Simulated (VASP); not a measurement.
Write the native input for VASP 6.6.1 that does the following.

```
Task                   : single point
Functional             : PBE
Dispersion             : D4
Potentials or basis    : VASP PAW PBE potentials, release 64 (C, O)
Cutoff                 : 520 eV
k mesh                 : 4 × 4 × 4
Occupations            : gaussian, width 0.1 eV
Spin                   : no spin polarisation
Dipole correction      : no
Further INCAR settings : ALGO = Normal; EDIFF = 1e-06; NBANDS = 44
```

The structure of CO2 lies in POSCAR:

```
CO2
1.0
    5.6300000000      0.0000000000      0.0000000000
    0.0000000000      5.6300000000      0.0000000000
    0.0000000000      0.0000000000      5.6300000000
C O
4 8
Direct
    0.0000000000      0.0000000000      0.0000000000
    0.5000000000      0.0000000000      0.5000000000
    0.5000000000      0.5000000000      0.0000000000
    0.0000000000      0.5000000000      0.5000000000
    0.1080000000      0.1080000000      0.1080000000
    0.3920000000      0.8920000000      0.6080000000
    0.6080000000      0.3920000000      0.8920000000
    0.8920000000      0.6080000000      0.3920000000
    0.8920000000      0.8920000000      0.8920000000
    0.6080000000      0.1080000000      0.3920000000
    0.3920000000      0.6080000000      0.1080000000
    0.1080000000      0.3920000000      0.6080000000
```

The input as run:

INCAR

```
PREC = Accurate ; ENCUT = 520
EDIFF = 1E-6 ; ISMEAR = 0
SIGMA = 0.1 ; LREAL = F
LASPH = T ; NELM = 60
ALGO = Normal ; ISIF = 2
LWAVE = F ; LCHARG = T
GGA = PE ; IVDW = 13
LELF = T ; LVHAR = T
NBANDS = 44
```

KPOINTS

```
Automatic mesh
0
Gamma
  4 4 4
```

Potentials or basis: VASP PAW PBE potentials, release 64 (C, O).

The run is started by

```bash
$ cat potpaw_PBE.64/C/POTCAR potpaw_PBE.64/O/POTCAR > POTCAR
$ mpirun -np 1 vasp_std > vasp.out
```

It gave:

* Pressure: 47.8 GPa
* Largest force: 19.272 eV/Å
* Band gap on the k mesh: 7.64 eV
* Dispersion energy per atom: -0.074 eV

Caveat: the cell stands under pressure; forces of over 1 eV/Å act on the atoms, so gaps and moduli don't describe the material at rest.

Run time: 53 s on 1 thread of AMD EPYC 9R14 (Zen 4), on a shared host, peak memory 0.24 GiB.
